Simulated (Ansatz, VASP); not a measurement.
**Ni: VASP beside Ansatz**

```
Ni
1.0
     0.00000    2.46991    2.46991
     2.46991    0.00000    2.46991
     2.46991    2.46991    0.00000
Ni
2
Direct
  0.12500 0.12500 0.12500
  0.87500 0.87500 0.87500
```

Alike in both runs: functional LDA; k mesh 11 × 11 × 11; occupations fermi-dirac, width 0.05 eV; collinear spin.

Ansatz relaxed the structure, and its values are those at the end. VASP's run is a single point on that final structure, the one shown.

```csv
,VASP,Ansatz
version,VASP 6.6.1,Ansatz 0.2.0
potentials or method,"VASP PAW LDA potentials, release 64 (Ni), cutoff 600 eV","plane waves (420 eV) with PAW, scalar-relativistic"
valence electrons in the cell,20,36
```

|  | VASP | Ansatz | Ansatz less VASP |
| --- | --- | --- | --- |
| pressure (GPa) | -0.3 | 0.0 | +0.36 |
| net moment per atom (μB) | 0.77 | 0.79 | +0.024 |
| size of the moment on the site where the two differ most (μB) | 0.76 | 0.81 | +0.048 |

Ansatz warns that its potentials were made for another functional, while VASP's fit it. LDA's correlation is that of Perdew and Zunger in VASP and of Perdew and Wang (1992) in Ansatz. Site moments also hang on the region over which each program counts them. VASP's potentials hold 20 valence electrons a cell and Ansatz's 36, so a difference there can come from the potentials and not from the codes.
